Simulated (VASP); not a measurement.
# ScAl3 (Fm-3m) in VASP: further runs, part 2 of 2

VASP 6.6.1. Earlier steps stand in the parts before.

## Step 3: Relaxation of cell and atoms, PBE

This run uses another cell than the first one, of 15.58 Å³/atom, 0.867 times its volume.

Contents of INCAR:

```
SYSTEM = ScAl3
PREC = Accurate
ENCUT = 600
EDIFF = 1E-6
ISMEAR = 0
SIGMA = 0.1
LREAL = .FALSE.
LASPH = .TRUE.
NELM = 60
ALGO = Normal
ISIF = 3
LWAVE = .FALSE.
LCHARG = .FALSE.
GGA = PE
IBRION = 2
NSW = 90
EDIFFG = -0.04
```

Contents of KPOINTS:

```
Automatic mesh
0
G
  6 6 6
  0 0 0
```

Contents of POSCAR:

```
ScAl3
1.0
    0.0000000000      3.1466967000      3.1466967000
    3.1466967000      0.0000000000      3.1466967000
    3.1466967000      3.1466967000      0.0000000000
Sc Al
1 3
Direct
    0.0000000000      0.0000000000      0.0000000000
    0.5000000000      0.5000000000      0.5000000000
    0.2500000000      0.2500000000      0.2500000000
    0.7500000000      0.7500000000      0.7500000000
```

Potentials or basis: VASP PAW PBE potentials, release 64 (Sc_sv, Al).

Started as:

```bash
> cat potpaw_PBE.64/Sc_sv/POTCAR potpaw_PBE.64/Al/POTCAR > POTCAR
> mpirun -np 1 vasp_std > vasp.out
```

OUTCAR:

```text
SYSTEM = ScAl3
   PREC = Accurate
   ENCUT = 600
   EDIFF = 1E-6
   ISMEAR = 0
   LREAL = .FALSE.
   LASPH = .TRUE.
   NELM = 60
   ISIF = 3
   GGA = PE
   IBRION = 2
   NSW = 90
   EDIFFG = -0.04

 ion  position               nearest neighbor table
   1  0.000  0.000  0.000-   3 2.73   4 2.73   4 2.73   4 2.73   4 2.73   3 2.73   3 2.73   3 2.73
                             2 3.15   2 3.15   2 3.15   2 3.15   2 3.15   2 3.15
   2  0.500  0.500  0.500-   3 2.73   4 2.73   3 2.73   3 2.73   3 2.73   4 2.73   4 2.73   4 2.73
                             1 3.15   1 3.15   1 3.15   1 3.15   1 3.15   1 3.15
   3  0.250  0.250  0.250-   1 2.73   2 2.73   1 2.73   1 2.73   1 2.73   2 2.73   2 2.73   2 2.73
                             4 3.15   4 3.15   4 3.15   4 3.15   4 3.15   4 3.15
   4  0.750  0.750  0.750-   1 2.73   2 2.73   2 2.73   2 2.73   2 2.73   1 2.73   1 2.73   1 2.73
                             3 3.15   3 3.15   3 3.15   3 3.15   3 3.15   3 3.15

  LATTYP: Found a face centered cubic cell.
 ALAT       =     6.2933934000

  Lattice vectors:

 A1 = (   0.0000000000,   3.1466967000,   3.1466967000)
 A2 = (   3.1466967000,   0.0000000000,   3.1466967000)
 A3 = (   3.1466967000,   3.1466967000,   0.0000000000)

Analysis of symmetry for initial positions (statically):
=====================================================================
 Subroutine PRICEL returns:
 Original cell was already a primitive cell.

 Routine SETGRP: Setting up the symmetry group for a
 face centered cubic supercell.

 Subroutine GETGRP returns: Found 48 space group operations
[... 9 lines left out ...]

 Routine SETGRP: Setting up the symmetry group for a
 face centered cubic supercell.

 Subroutine GETGRP returns: Found 48 space group operations
[... 11 lines left out ...]
                                     Primitive cell

  volume of cell :      62.3153

  direct lattice vectors                    reciprocal lattice vectors
     0.000000000  3.146696700  3.146696700    -0.158896788  0.158896788  0.158896788
     3.146696700  0.000000000  3.146696700     0.158896788 -0.158896788  0.158896788
     3.146696700  3.146696700  0.000000000     0.158896788  0.158896788 -0.158896788

  length of vectors
     4.450101150  4.450101150  4.450101150     0.275217311  0.275217311  0.275217311

  position of ions in fractional coordinates (direct lattice)
     0.000000000  0.000000000  0.000000000
     0.500000000  0.500000000  0.500000000
     0.250000000  0.250000000  0.250000000
     0.750000000  0.750000000  0.750000000

  ion indices of the primitive-cell ions
   primitive index   ion index
                 1           1
                 2           2
                 3           3
                 4           4

----------------------------------------------------------------------------------------

 KPOINTS: Automatic mesh

Automatic generation of k-mesh.
 Grid dimensions read from file:
 generate k-points for:    6    6    6

 Generating k-lattice:

  Cartesian coordinates                     Fractional coordinates (reciprocal lattice)
    -0.026482798  0.026482798  0.026482798     0.166666667  0.000000000  0.000000000
     0.026482798 -0.026482798  0.026482798     0.000000000  0.166666667  0.000000000
     0.026482798  0.026482798 -0.026482798     0.000000000  0.000000000  0.166666667

  Length of vectors
     0.045869552  0.045869552  0.045869552

  Shift w.r.t. Gamma in fractional coordinates (k-lattice)
     0.000000000  0.000000000  0.000000000

 Subroutine IBZKPT returns following result:
 ===========================================

 Found     16 irreducible k-points:

 Following reciprocal coordinates:
            Coordinates               Weight
  0.000000  0.000000  0.000000      1.000000
  0.166667  0.000000  0.000000      8.000000
  0.333333  0.000000  0.000000      8.000000
  0.500000  0.000000  0.000000      4.000000
  0.166667  0.166667  0.000000      6.000000
  0.333333  0.166667  0.000000     24.000000
[... 8 lines left out ...]
 -0.333333  0.333333  0.166667     24.000000
 -0.333333  0.500000  0.166667     12.000000
   k-points           NKPTS =     16   k-points in BZ     NKDIM =     16   number of bands    NBANDS=     14
   number of dos      NEDOS =    301   number of ions     NIONS =      4
   total plane-waves  NPLWV =  46656
   dimension x,y,z NGX =    36 NGY =   36 NGZ =   36
   dimension x,y,z NGXF=    72 NGYF=   72 NGZF=   72
   ions per type =               1   3
   NGX,Y,Z   is equivalent  to a cutoff of  13.45, 13.45, 13.45 a.u.
   NGXF,Y,Z  is equivalent  to a cutoff of  26.90, 26.90, 26.90 a.u.
 SYSTEM =  ScAl3
   PREC   = accura    normal or accurate (medium, high low for compatibility)
   ISTART =      0    job   : 0-new  1-cont  2-samecut
   ICHARG =      2    charge: 1-file 2-atom 10-const
   ISPIN  =      1    spin polarized calculation?
   LNONCOLLINEAR =      F non collinear calculations
   LSORBIT =      F    spin-orbit coupling
   LASPH  =      T    aspherical Exc in radial PAW
   ENCUT  =  600.0 eV  44.10 Ry    6.64 a.u.   8.89  8.89  8.89*2*pi/ulx,y,z
   NELM   =     60;   NELMIN=  2; NELMDL= -5     # of ELM steps
   EDIFF  = 0.1E-05   stopping-criterion for ELM
   LREAL  =      F    real-space projection
   EDIFFG = -.4E-01   stopping-criterion for IOM
   NSW    =     90    number of steps for IOM
   IBRION =      2    ionic relax: 0-MD 1-quasi-New 2-CG
   NFREE  =      1    steps in history (QN), initial steepest desc. (CG)
   ISIF   =      3    stress and relaxation
   ISYM   =      2    0-nonsym 1-usesym 2-fastsym
   POTIM  = 0.5000    time-step for ionic-motion
   TEBEG  =    0.0;   TEEND  =   0.0 temperature during run
   PSTRESS=    0.0 pullay stress
   NELECT =      20.0000    total number of electrons
   NUPDOWN=      -1.0000    fix difference up-down
   EMIN   =  10.00;   EMAX   =-10.00  energy-range for DOS
   EFERMI =   0.00;   METHOD = LEGACY
   ISMEAR =     0;   SIGMA  =   0.10  broadening in eV -4-tet -1-fermi 0-gaus
   EFERMI_NEDOS =   21; number of points for ismear=-14 and -15
   IALGO  =     38    algorithm
   IMIX   =      4    mixing-type and parameters
     AMIX     =   0.40;   BMIX     =  1.00
     AMIX_MAG =   1.60;   BMIX_MAG =  1.00
  volume/ion in A,a.u.               =      15.58       105.13
  Fermi-wavevector in a.u.,A,eV,Ry     =   1.120865  2.118128 17.093519  1.256338
  Thomas-Fermi vector in A             =   2.257514
   LORBIT       =      0    0 simple, 1 ext, 2 COOP (PROOUT), +10 PAW based schemes
   GGA     = PE    functional components
   LHFCALC =     F    Hartree Fock is set to
   AEXX    =    0.0000 exact exchange contribution
   IVDW    =     0    specifies the selected vdW correction
   LEPSILON=     F    determine dielectric tensor
   LRPA    =     F    only Hartree local field effects (RPA)
 conjugate gradient relaxation of ions
 non-spin polarized calculation
 Gauss-broadening in eV      SIGMA  =   0.10
  energy-cutoff  :      600.00
  volume of cell :       62.32
 maximum number of plane-waves:      2092
   NGX = 17   NGY = 17   NGZ = 17

--------------------------------------- Ionic step        1  -------------------------------------------

 number of electron      20.0000000 magnetization

 Free energy of the ion-electron system (eV)
  ---------------------------------------------------
  ext. energy  EPLUGINS =         0.00000000
  ---------------------------------------------------
  free energy    TOTEN  =       -17.47495056 eV

  energy without entropy =      -17.45523964  energy(sigma->0) =      -17.46509510

------------------------ aborting loop because EDIFF is reached ----------------------------------------

  FORCE on cell =-STRESS in cart. coord.  units (eV):
  Direction    XX          YY          ZZ          XY          YZ          ZX
  --------------------------------------------------------------------------------------
  -------------------------------------------------------------------------------------
  Total        5.3619850      5.3619850      5.3619850      0.0000000     -0.0000000     -0.0000000
  in kB      137.8610321    137.8610321    137.8610321      0.0000000     -0.0000000     -0.0000000
  external PRESSURE =     137.8610321 kB  Pullay stress =       0.0000000 kB
[... 61 lines left out ...]
  energy  without entropy=      -17.8016403137  energy(sigma->0) =      -17.81083926

--------------------------------------- Ionic step        3  -------------------------------------------

 number of electron      20.0000000 magnetization

 Free energy of the ion-electron system (eV)
  ---------------------------------------------------
  ext. energy  EPLUGINS =         0.00000000
  ---------------------------------------------------
  free energy    TOTEN  =       -17.84713917 eV

  energy without entropy =      -17.82823880  energy(sigma->0) =      -17.83768898

 E-fermi :   7.1117     XC(G=0): -10.2237

 val. band max:        7.0824234877   @ k =   0.3333   0.1667   0.0000
 cond. band min:       7.1588630695   @ k =  -0.3333   0.1667   0.0000
 fundamental gap:      0.0764395818
 Fermi energy:         7.1117305632

 k-point     1 :       0.0000    0.0000    0.0000
  band No.  band energies     occupation
      1     -42.5626      2.00000
      2     -21.2467      2.00000
      3     -21.2467      2.00000
      4     -21.2467      2.00000
      5      -2.9145      2.00000
      6       4.8407      2.00000
      7       4.8407      2.00000
      8       4.8407      2.00000
      9       6.7299      2.00000
     10       6.9491      1.97857
     11       6.9491      1.97857
     12       6.9491      1.97857
     13       7.2153      0.14305
     14       7.2153      0.14305
[... 284 lines left out ...]
  FREE ENERGIE OF THE ION-ELECTRON SYSTEM (eV)
  ---------------------------------------------------
  free  energy   TOTEN  =       -17.8471391668 eV

  energy  without entropy=      -17.8282387954  energy(sigma->0) =      -17.83768898

 reached required accuracy - stopping structural energy minimisation
```

Run time: 28 s. Hardware: 1 thread of Intel Xeon 6975P-C (Granite Rapids), shared host; peak memory 0.21 GiB.

What came out:

* Free energy: -17.8471 eV
* Relaxed volume: 18.01 Å³/atom
* Relaxed cell: a = 4.670 Å, b = 4.670 Å, c = 4.670 Å, α = 60.00°, β = 60.00°, γ = 60.00°
* Space group after relaxing (to 0.05 Å): Fm-3m (No. 225)
* Energy gained by relaxing: 93.0 meV/atom
* Ionic steps: 3
* Pressure after relaxing: 0.1 GPa
* Band gap on the k mesh: zero (band 10 reaches 7.43 eV, above the bottom of band 11 at 6.33 eV)

Step by step:
```csv
step,energy change (eV),largest force (eV/Å),pressure (GPa),volume (Å³)
1,0.0000,0.0000,13.79,62.32
2,-0.3451,0.0000,-2.72,75.20
3,-0.3722,0.0000,0.08,72.02
```

Final structure:
```cif
data_structure
_symmetry_space_group_name_H-M 'P 1'
_symmetry_Int_Tables_number 1
_cell_length_a 4.6702
_cell_length_b 4.6702
_cell_length_c 4.6702
_cell_angle_alpha 60.000
_cell_angle_beta 60.000
_cell_angle_gamma 60.000
_cell_volume 72.02
loop_
_atom_site_label
_atom_site_type_symbol
_atom_site_fract_x
_atom_site_fract_y
_atom_site_fract_z
_atom_site_occupancy
Sc1 Sc 0.00000 0.00000 0.00000 1
Al1 Al 0.50000 0.50000 0.50000 1
Al2 Al 0.25000 0.25000 0.25000 1
Al3 Al 0.75000 0.75000 0.75000 1
```

Caveat: the volume moved by over 15 % at a fixed basis, so the end points are rough.

## Step 4: Single point, PBE

Contents of INCAR:

```
PREC = Accurate ; ENCUT = 520
EDIFF = 1E-6 ; ISMEAR = 0
SIGMA = 0.1 ; LREAL = False
LASPH = True ; NELM = 80
ALGO = Normal ; ISIF = 2
LWAVE = False ; LCHARG = False
GGA = PE ; NBANDS = 18
```

Contents of KPOINTS:

```
regular mesh
0
Gamma
  12 12 12
```

Contents of POSCAR:

```
ScAl3
1.0
    0.0000000000      3.3017493058      3.3017493058
    3.3017493058      0.0000000000      3.3017493058
    3.3017493058      3.3017493058      0.0000000000
Sc Al
1 3
Direct
    0.0000000000      0.0000000000      0.0000000000
    0.5000000000      0.5000000000      0.5000000000
    0.2500000000      0.2500000000      0.2500000000
    0.7500000000      0.7500000000      0.7500000000
```

Started as:

```bash
> cat potpaw_PBE.64/Sc_sv/POTCAR potpaw_PBE.64/Al/POTCAR > POTCAR
> mpirun -np 1 vasp_std > vasp.out
```

Run time: 46 s. Hardware: 1 thread of Intel Xeon 6975P-C (Granite Rapids), shared host; peak memory 0.24 GiB.

It converged, with:

| Quantity | Value |
| --- | --- |
| Free energy | -17.8708 eV |
| Pressure | 0.1 GPa |
| Band gap on the k mesh | zero (band 10 reaches 7.41 eV, above the bottom of band 11 at 6.27 eV) |

Levels at points of the mesh, in eV from the Fermi level:
```
           k point  band 7  band 8  band 9  band 10  band 11  band 12  band 13  band 14
(0.00, 0.00, 0.00)   -2.17   -2.17   -0.26    -0.04    -0.04    -0.04     0.19     0.19
(0.50, 0.00, 0.00)   -2.59   -2.59   -1.17    -0.23    -0.23    -0.06     0.78     0.78
(0.50, 0.50, 0.00)   -4.53   -3.25   -3.25    -1.33     0.88     0.88     1.24     2.87
```

## Step 5: Overview

| task | spin | cell | k mesh | cutoff (eV) | gap on the mesh (eV) | pressure (GPa) |
| --- | --- | --- | --- | --- | --- | --- |
| single point | collinear, ferromagnetic start | a = 4.667 Å, angles 60.0°, 4 atoms | 4 × 4 × 4 | 520 | none | 0.7 |
| relaxation of cell and atoms | off | relaxed from a = 4.450 Å, angles 60.0°, 4 atoms | 6 × 6 × 6 | 600 | none | 0.1 |
| single point | off | a = 4.669 Å, angles 60.0°, 4 atoms | 12 × 12 × 12 | 520 | none | 0.1 |

Alike in all rows: level PBE; potentials or basis VASP PAW PBE potentials, release 64 (Sc_sv, Al); smearing gaussian 0.1 eV.

Caveats: some runs use coarse meshes; the volume moved by over 15 % at a fixed basis, so the end points are rough (some runs).

Total energies depend on the potentials used, so only differences within one code and one set of settings carry meaning.
